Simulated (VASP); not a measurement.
# Be2C (Fm-3m) in VASP: a series of runs

Be2C is run at these levels: r2SCAN; tasks: single point, relaxation of cell and atoms.

Everything below comes from runs of VASP 6.6.1. Logs are shortened: lines on timing, memory, paths and dates and some standing lists are left out, and cuts for length are marked.

### 1 The cell of the first run

The structure is cubic, space group Fm-3m (No. 225). The conventional cell has a = 4.321 Å, b = 4.321 Å, c = 4.321 Å, α = 90.00°, β = 90.00°, γ = 90.00°. Be (site symmetry -43m) has 4 C at 1.87 Å and 6 Be at 2.16 Å within 2.5 Å. C (site symmetry m-3m) has 8 Be at 1.87 Å within 2.5 Å.

### 2 Single point, r2SCAN

The input, POSCAR:

```
Be2C
1.0
    0.0000000000      2.1604639017      2.1604639017
    2.1604639017      0.0000000000      2.1604639017
    2.1604639017      2.1604639017      0.0000000000
Be C
2 1
Direct
    0.2500000000      0.2500000000      0.2500000000
    0.7500000000      0.7500000000      0.7500000000
    0.0000000000      0.0000000000      0.0000000000
```

The input, INCAR.step1:

```
SYSTEM = Be2C
ALGO = Normal
EDIFF = 1E-5
ENCUT = 660
GGA = PE
GGA_COMPAT = .False.
ISMEAR = -1
LASPH = .True.
LCHARG = .False.
LREAL = .False.
LWAVE = .True.
NBANDS = 11
NELM = 120
PREC = Accurate
SIGMA = 0.1
```

The input, INCAR.step2:

```
SYSTEM = Be2C
ALGO = Normal
EDIFF = 1E-6
ENCUT = 660
GGA_COMPAT = .False.
ISIF = 2
ISMEAR = -1
ISTART = 1
LASPH = .True.
LCHARG = .False.
LMIXTAU = .True.
LREAL = .False.
LWAVE = .False.
METAGGA = R2SCAN
NBANDS = 11
NELM = 120
PREC = Accurate
SIGMA = 0.1
```

The input, KPOINTS:

```
k-points
0
Gamma
  12 12 12
  0 0 0
```

Potentials or basis: VASP PAW PBE potentials, release 64 (Be, C).

Started as:

```bash
$ cat potpaw_PBE.64/Be/POTCAR potpaw_PBE.64/C/POTCAR > POTCAR
$ cp INCAR.step1 INCAR
$ mpirun -np 1 vasp_std > vasp.out
$ cp INCAR.step2 INCAR
$ mpirun -np 1 vasp_std > vasp.out
```

OUTCAR:

```text
SYSTEM = Be2C
   EDIFF = 1E-6
   ENCUT = 660
   ISIF = 2
   ISMEAR = -1
   ISTART = 1
   LASPH = .True.
   LREAL = .False.
   METAGGA = R2SCAN
   NELM = 120
   PREC = Accurate

 ion  position               nearest neighbor table
   1  0.250  0.250  0.250-   3 1.87   3 1.87   3 1.87   3 1.87   2 2.16   2 2.16   2 2.16   2 2.16
                             2 2.16   2 2.16
   2  0.750  0.750  0.750-   3 1.87   3 1.87   3 1.87   3 1.87   1 2.16   1 2.16   1 2.16   1 2.16
                             1 2.16   1 2.16
   3  0.000  0.000  0.000-   2 1.87   2 1.87   2 1.87   1 1.87   2 1.87   1 1.87   1 1.87   1 1.87

  LATTYP: Found a face centered cubic cell.
 ALAT       =     4.3209278034

  Lattice vectors:

 A1 = (   0.0000000000,   2.1604639017,   2.1604639017)
 A2 = (   2.1604639017,   0.0000000000,   2.1604639017)
 A3 = (   2.1604639017,   2.1604639017,   0.0000000000)

Analysis of symmetry for initial positions (statically):
=====================================================================
 Subroutine PRICEL returns:
 Original cell was already a primitive cell.

 Routine SETGRP: Setting up the symmetry group for a
 face centered cubic supercell.

 Subroutine GETGRP returns: Found 48 space group operations
 (whereof 48 operations were pure point group operations)
 out of a pool of 48 trial point group operations.

The static configuration has the point symmetry O_h .

Analysis of symmetry for dynamics (positions and initial velocities):
=====================================================================
 Subroutine PRICEL returns:
 Original cell was already a primitive cell.

 Routine SETGRP: Setting up the symmetry group for a
 face centered cubic supercell.

 Subroutine GETGRP returns: Found 48 space group operations
 (whereof 48 operations were pure point group operations)
 out of a pool of 48 trial point group operations.

The dynamic configuration has the point symmetry O_h .

 Subroutine INISYM returns: Found 48 space group operations
 (whereof 48 operations are pure point group operations),
 and found     1 'primitive' translations

----------------------------------------------------------------------------------------

                                     Primitive cell

  volume of cell :      20.1684

  direct lattice vectors                    reciprocal lattice vectors
     0.000000000  2.160463902  2.160463902    -0.231431777  0.231431777  0.231431777
     2.160463902  0.000000000  2.160463902     0.231431777 -0.231431777  0.231431777
     2.160463902  2.160463902  0.000000000     0.231431777  0.231431777 -0.231431777

  length of vectors
     3.055357351  3.055357351  3.055357351     0.400851596  0.400851596  0.400851596

  position of ions in fractional coordinates (direct lattice)
     0.250000000  0.250000000  0.250000000
     0.750000000  0.750000000  0.750000000
     0.000000000  0.000000000  0.000000000

  ion indices of the primitive-cell ions
   primitive index   ion index
                 1           1
                 2           2
                 3           3

----------------------------------------------------------------------------------------

 KPOINTS: k-points

Automatic generation of k-mesh.
 Grid dimensions read from file:
 generate k-points for:   12   12   12

 Generating k-lattice:

  Cartesian coordinates                     Fractional coordinates (reciprocal lattice)
    -0.019285981  0.019285981  0.019285981     0.083333333  0.000000000  0.000000000
     0.019285981 -0.019285981  0.019285981     0.000000000  0.083333333  0.000000000
     0.019285981  0.019285981 -0.019285981     0.000000000  0.000000000  0.083333333

  Length of vectors
     0.033404300  0.033404300  0.033404300

  Shift w.r.t. Gamma in fractional coordinates (k-lattice)
     0.000000000  0.000000000  0.000000000

 Subroutine IBZKPT returns following result:
 ===========================================

 Found     72 irreducible k-points:

 Following reciprocal coordinates:
            Coordinates               Weight
  0.000000  0.000000  0.000000      1.000000
  0.083333  0.000000  0.000000      8.000000
  0.166667  0.000000  0.000000      8.000000
  0.250000  0.000000  0.000000      8.000000
  0.333333  0.000000  0.000000      8.000000
  0.416667  0.000000  0.000000      8.000000
[... 16 lines left out ...]
  0.500000  0.166667  0.000000     24.000000
 -0.416667  0.166667  0.000000     24.000000
 [... further k-points ...]
   k-points           NKPTS =     72   k-points in BZ     NKDIM =     72   number of bands    NBANDS=     11
   number of dos      NEDOS =    301   number of ions     NIONS =      3
   total plane-waves  NPLWV =  21952
   dimension x,y,z NGX =    28 NGY =   28 NGZ =   28
   dimension x,y,z NGXF=    56 NGYF=   56 NGZF=   56
   ions per type =               2   1
   NGX,Y,Z   is equivalent  to a cutoff of  15.24, 15.24, 15.24 a.u.
   NGXF,Y,Z  is equivalent  to a cutoff of  30.47, 30.47, 30.47 a.u.
 SYSTEM =  Be2C
   PREC   = accura    normal or accurate (medium, high low for compatibility)
   ISTART =      1    job   : 0-new  1-cont  2-samecut
   ICHARG =      0    charge: 1-file 2-atom 10-const
   ISPIN  =      1    spin polarized calculation?
   LNONCOLLINEAR =      F non collinear calculations
   LSORBIT =      F    spin-orbit coupling
   LASPH  =      T    aspherical Exc in radial PAW
   ENCUT  =  660.0 eV  48.51 Ry    6.96 a.u.   6.40  6.40  6.40*2*pi/ulx,y,z
   NELM   =    120;   NELMIN=  2; NELMDL=  0     # of ELM steps
   EDIFF  = 0.1E-05   stopping-criterion for ELM
   LREAL  =      F    real-space projection
   EDIFFG = 0.1E-04   stopping-criterion for IOM
   NSW    =      0    number of steps for IOM
   IBRION =     -1    ionic relax: 0-MD 1-quasi-New 2-CG
   NFREE  =      0    steps in history (QN), initial steepest desc. (CG)
   ISIF   =      2    stress and relaxation
   ISYM   =      2    0-nonsym 1-usesym 2-fastsym
   POTIM  = 0.5000    time-step for ionic-motion
   TEBEG  =    0.0;   TEEND  =   0.0 temperature during run
   PSTRESS=    0.0 pullay stress
   NELECT =       8.0000    total number of electrons
   NUPDOWN=      -1.0000    fix difference up-down
   EMIN   =  10.00;   EMAX   =-10.00  energy-range for DOS
   EFERMI =   0.00;   METHOD = LEGACY
   ISMEAR =    -1;   SIGMA  =   0.10  broadening in eV -4-tet -1-fermi 0-gaus
   EFERMI_NEDOS =   21; number of points for ismear=-14 and -15
   IALGO  =     38    algorithm
   IMIX   =      4    mixing-type and parameters
     AMIX     =   0.40;   BMIX     =  1.00
     AMIX_MAG =   1.60;   BMIX_MAG =  1.00
  volume/ion in A,a.u.               =       6.72        45.37
  Fermi-wavevector in a.u.,A,eV,Ry     =   1.202858  2.273073 19.685836  1.446868
  Thomas-Fermi vector in A             =   2.338628
   LORBIT       =      0    0 simple, 1 ext, 2 COOP (PROOUT), +10 PAW based schemes
   METAGGA = R2SCAN    functional components
   LHFCALC =     F    Hartree Fock is set to
   AEXX    =    0.0000 exact exchange contribution
   IVDW    =     0    specifies the selected vdW correction
   LEPSILON=     F    determine dielectric tensor
   LRPA    =     F    only Hartree local field effects (RPA)
 non-spin polarized calculation
  energy-cutoff  :      660.00
  volume of cell :       20.17
 maximum number of plane-waves:       794
 NGX is ok and might be reduce to    28
   NGX = 13   NGY = 13   NGZ = 13

 number of electron       8.0000000 magnetization

 Free energy of the ion-electron system (eV)
  ---------------------------------------------------
  ext. energy  EPLUGINS =         0.00000000
  ---------------------------------------------------
  free energy    TOTEN  =       -19.47593363 eV

  energy without entropy =      -19.47592836  energy(sigma->0) =      -19.47593100

 E-fermi :   8.5734     XC(G=0): -12.0470

 val. band max:        7.7698215138   @ k =   0.0000   0.0000   0.0000
 cond. band min:       9.2963607850   @ k =   0.5000   0.5000   0.0000
 fundamental gap:      1.5265392712
 Fermi energy:         8.5734145360

 k-point     1 :       0.0000    0.0000    0.0000
  band No.  band energies     occupation
      1      -8.2093      2.00000
      2       7.7698      1.99935
      3       7.7698      1.99935
      4       7.7698      1.99935
      5      12.3984      0.00000
      6      12.3984      0.00000
      7      12.3984      0.00000
      8      15.2341      0.00000
      9      22.1973      0.00000
     10      22.1973      0.00000
     11      22.1973      0.00000

 k-point     2 :       0.0833    0.0000    0.0000
  band No.  band energies     occupation
      1      -8.0922      2.00000
      2       6.7588      2.00000
      3       7.5454      1.99993
      4       7.5454      1.99993
      5      12.7342      0.00000
      6      12.7342      0.00000
      7      13.0583      0.00000
      8      15.5236      0.00000
      9      21.1654      0.00000
     10      21.1654      0.00000
     11      22.4580      0.00000

 k-point     3 :       0.1667    0.0000    0.0000
  band No.  band energies     occupation
      1      -7.7443      2.00000
      2       4.7908      2.00000
      3       7.0585      2.00000
      4       7.0585      2.00000
      5      13.4210      0.00000
      6      13.4210      0.00000
      7      13.9419      0.00000
      8      16.3537      0.00000
      9      20.0397      0.00000
     10      20.0397      0.00000
     11      23.2198      0.00000
[... 267 lines left out ...]
 k-point    23 :       0.5000    0.1667    0.0000
  band No.  band energies     occupation
      1      -5.1288      2.00000
      2      -0.6228      2.00000
      3       4.3531      2.00000
      4       4.7899      2.00000
      5      12.7286      0.00000
      6      15.4859      0.00000
      7      16.9028      0.00000
      8      18.3710      0.00000
      9      21.7726      0.00000
     10      23.7366      0.00000
     11      26.4279      0.00000

 k-point    24 :      -0.4167    0.1667    0.0000
  band No.  band energies     occupation
      1      -4.9931      2.00000
      2      -0.8389      2.00000
      3       3.9670      2.00000
      4       5.1295      2.00000
      5      13.0173      0.00000
      6      15.1686      0.00000
      7      16.8469      0.00000
      8      19.5063      0.00000
      9      21.7925      0.00000
     10      22.1642      0.00000
     11      26.2307      0.00000

 [... further k-points ...]

------------------------ aborting loop because EDIFF is reached ----------------------------------------

  FORCE on cell =-STRESS in cart. coord.  units (eV):
  Direction    XX          YY          ZZ          XY          YZ          ZX
  --------------------------------------------------------------------------------------
  -------------------------------------------------------------------------------------
  Total        0.0994870      0.0994870      0.0994870     -0.0000000      0.0000000      0.0000000
  in kB        7.9032519      7.9032519      7.9032519     -0.0000000      0.0000000      0.0000000
  external PRESSURE =       7.9032519 kB  Pullay stress =       0.0000000 kB

 VOLUME and BASIS-vectors are now :
 -----------------------------------------------------------------------------
  energy-cutoff  :      660.00
  volume of cell :       20.17
      direct lattice vectors                 reciprocal lattice vectors
     0.000000000  2.160463902  2.160463902    -0.231431777  0.231431777  0.231431777
     2.160463902  0.000000000  2.160463902     0.231431777 -0.231431777  0.231431777
     2.160463902  2.160463902  0.000000000     0.231431777  0.231431777 -0.231431777

 POSITION                                       TOTAL-FORCE (eV/Angst)
 -----------------------------------------------------------------------------------
      1.08023      1.08023      1.08023        -0.000000      0.000000      0.000000
      3.24070      3.24070      3.24070         0.000000     -0.000000     -0.000000
      0.00000      0.00000      0.00000        -0.000000      0.000000     -0.000000
 -----------------------------------------------------------------------------------
    total drift:                               -0.000000     -0.000000      0.000000

  FREE ENERGIE OF THE ION-ELECTRON SYSTEM (eV)
  ---------------------------------------------------
  free  energy   TOTEN  =       -19.4759336307 eV

  energy  without entropy=      -19.4759283613  energy(sigma->0) =      -19.47593100
```

Wall time 2.6 min (1 thread of Intel Xeon 8259CL, shared host); peak memory 0.17 GiB.

What came out:

```yaml
Free_energy: -19.4759 eV
Pressure: 0.8 GPa
Band_gap_on_the_k_mesh: 1.53 eV (least direct gap 4.63 eV)
```

Caveat: the PAW data sets were made with another functional, which shifts forces and pressure a little. A k mesh can miss the band edges.

### 3 Relaxation of cell and atoms, r2SCAN

This run uses another cell than the first one, of 6.77 Å³/atom.

The input, POSCAR:

```
Be2C
1.0
    0.0000000000      2.1650000000      2.1650000000
    2.1650000000      0.0000000000      2.1650000000
    2.1650000000      2.1650000000      0.0000000000
Be C
2 1
Direct
    0.2500000000      0.2500000000      0.2500000000
    0.7500000000      0.7500000000      0.7500000000
    0.0000000000      0.0000000000      0.0000000000
```

The input, INCAR.step1:

```
SYSTEM = Be2C
PREC = Accurate
ENCUT = 660
ISMEAR = -1
SIGMA = 0.1
LREAL = .False.
LASPH = .True.
NELM = 120
GGA = PE
ALGO = Normal
EDIFF = 1E-5
LWAVE = .True.
LCHARG = .False.
GGA_COMPAT = .False.
IBRION = 2
ISIF = 3
EDIFFG = -0.005
NELMIN = 4
NSW = 100
```

The input, INCAR.step2:

```
SYSTEM = Be2C
PREC = Accurate
ENCUT = 660
EDIFF = 1E-7
ISMEAR = -1
SIGMA = 0.1
LREAL = .False.
LASPH = .True.
NELM = 120
ALGO = Normal
ISIF = 3
LWAVE = .False.
LCHARG = .False.
METAGGA = R2SCAN
LMIXTAU = .True.
IBRION = 2
NSW = 100
EDIFFG = -0.002
ISTART = 1
GGA_COMPAT = .False.
NELMIN = 4
```

The input, KPOINTS:

```
regular mesh
0
Gamma
  12 12 12
  0 0 0
```

Potentials or basis: VASP PAW PBE potentials, release 64 (Be, C).

Started as:

```bash
$ cat potpaw_PBE.64/Be/POTCAR potpaw_PBE.64/C/POTCAR > POTCAR
$ cp INCAR.step1 INCAR
$ mpirun -np 1 vasp_std > vasp.out
$ cp INCAR.step2 INCAR
$ mpirun -np 1 vasp_std > vasp.out
```

Wall time 5 min (1 thread of Intel Xeon 8259CL, shared host); peak memory 0.16 GiB.

It converged, with:

| Item | Value |
| --- | --- |
| Free energy | -19.4763 eV |
| Relaxed volume | 6.75 Å³/atom |
| Relaxed cell | a = 3.059 Å, b = 3.059 Å, c = 3.059 Å, α = 60.00°, β = 60.00°, γ = 60.00° |
| Space group after relaxing (to 0.1 Å) | Fm-3m (No. 225) |
| Energy gained by relaxing | 0.0 meV/atom |
| Ionic steps | 3 |
| Pressure after relaxing | 0.0 GPa |
| Band gap on the k mesh | 1.52 eV (least direct gap 4.62 eV) |

Final structure:
```
Be C
1.0
     0.00000    2.16331    2.16331
     2.16331    0.00000    2.16331
     2.16331    2.16331    0.00000
Be C
2 1
Cartesian
  1.0817 1.0817 1.0817
  3.2450 3.2450 3.2450
  0.0000 0.0000 0.0000
```

Levels at points of the mesh, in eV from the valence-band top:
```
           k point  band 2  band 3  band 4  band 5  band 6  band 7
(0.00, 0.00, 0.00)    0.00    0.00    0.00    4.62    4.62    4.62
(0.50, 0.00, 0.00)   -9.08   -1.90   -1.90    5.54    5.54    7.58
(0.50, 0.50, 0.00)   -7.13   -4.92   -4.92    1.52    6.18   14.41
```

Caveat: the PAW data sets were made with another functional, which shifts forces and pressure a little.
